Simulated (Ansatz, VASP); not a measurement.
One calculation of ScH3Br2, two programs

```
Sc H Br
1.0
     3.70595    0.00000    0.00000
    -1.85298    3.20945    0.00000
     0.00000    0.00000    9.08061
Sc H Br
1 3 2
Direct
  0.00000 0.00000 0.00000
  0.33333 0.66667 0.17324
  0.66667 0.33333 0.82676
  0.00000 0.00000 0.50000
  0.33333 0.66667 0.66381
  0.66667 0.33333 0.33619
```

Change from the starting cell: species swapped into the Sn2PbSe3 type (P-3m1, No. 164).

Alike in both runs: task relaxation of cell and atoms; functional PBE; k mesh 6 × 6 × 2; occupations gaussian, width 0.1 eV; no spin polarisation.

|  | VASP | Ansatz |
| --- | --- | --- |
| version | VASP 6.6.1 | Ansatz 0.2.0 |
| potentials or method | VASP PAW PBE potentials, release 64 (Sc_sv, H, Br), cutoff 600 eV | scalar-relativistic, plane waves, PAW |
| valence electrons in the cell | 28 | 28 |

Ansatz gave:

- gap on the k mesh at the Fermi level, each at its own relaxed structure (eV): none
- relaxed volume (Å³/atom): 13.26
- relaxed length of the cell vector where the two differ most in proportion (Å): 3.481

**Question.** Estimate VASP's values.

**Answer.** gap on the k mesh at the Fermi level, each at its own relaxed structure (eV): none; relaxed volume (Å³/atom): 13.28; relaxed length of the cell vector where the two differ most in proportion (Å): 3.485.

A gap of «none» marks a metal or a gap that the smearing closes.

Noted on VASP's run: the volume moved by over 15 % at a fixed basis, so the end points are rough.
